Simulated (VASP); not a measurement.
Ni, 1 atom in the cell. It takes space group Fm-3m (No. 225, cubic). Conventional cell: a = 3.485 Å, b = 3.485 Å, c = 3.485 Å, α = 90.00°, β = 90.00°, γ = 90.00°. Within 3.3 Å of Ni (site symmetry m-3m) lie 12 Ni at 2.46 Å. 

```yaml
Program: VASP 6.6.1
Task: relaxation of cell and atoms
Functional: PBEsol
Potentials_or_basis: VASP PAW PBE potentials, release 64 (Ni)
Cutoff: 600 eV
k_mesh: 20 × 20 × 20
Occupations: gaussian, width 0.1 eV
Spin: collinear spin, ferromagnetic start
Starting_moments: "[0.73] μB"
Target_pressure: -2 GPa
Dipole_correction: no
Further_INCAR_settings: ALGO = Normal; EDIFF = 1e-06; IBRION = 2; EDIFFG = -0.008; NSW = 70; ISIF = 3
```

Potentials or basis: VASP PAW PBE potentials, release 64 (Ni).

Run with:

```sh
$ cat potpaw_PBE.64/Ni/POTCAR > POTCAR
$ mpirun -np 1 vasp_std > vasp.out
```

Hardware: 1 thread of Intel Xeon 8259CL, on a shared host.

Question: Estimate the wall time of this run.

Answer: Run time: 3.5 min on 1 thread of Intel Xeon 8259CL, with other jobs on the host, peak memory 0.18 GiB. Counts: scf iterations 29, k points 256, ion steps 3.
